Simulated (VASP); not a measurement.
**Au: single point with LDA**

Crystal: Au.

```xyz
1
Lattice="0.0000 2.0618 2.0618 2.0618 0.0000 2.0618 2.0618 2.0618 0.0000" Properties=species:S:1:pos:R:3 pbc="T T T"
Au    0.0000    0.0000    0.0000
```

```json
{"Program": "VASP 6.6.1", "Task": "single point", "Functional": "LDA", "Potentials or basis": "VASP PAW LDA potentials, release 64 (Au)", "Cutoff": "520 eV", "k mesh": "11 × 11 × 11", "Occupations": "fermi-dirac, width 0.05 eV", "Spin": "no spin polarisation"}
```

```json
{
  "Pressure": "-8.9 GPa",
  "Band gap on the k mesh": "zero (an odd number of electrons rules out a gap without spin polarisation)"
}
```

Levels at points of the mesh, in eV from the Fermi level:
```csv
k point,band 3,band 4,band 5,band 6,band 7,band 8,band 9,band 10
"(0.00, 0.00, 0.00)",-4.60,-4.60,-3.14,-3.14,14.48,18.27,18.27,18.27
```

It took 13 s on 1 thread of Intel(R) Xeon(R) Platinum 8488C (Sapphire Rapids), on a shared host, peak memory 0.14 GiB.

Caveat: the cell stands under tension; spin-orbit coupling is left out, which moves the levels of the heavy elements.
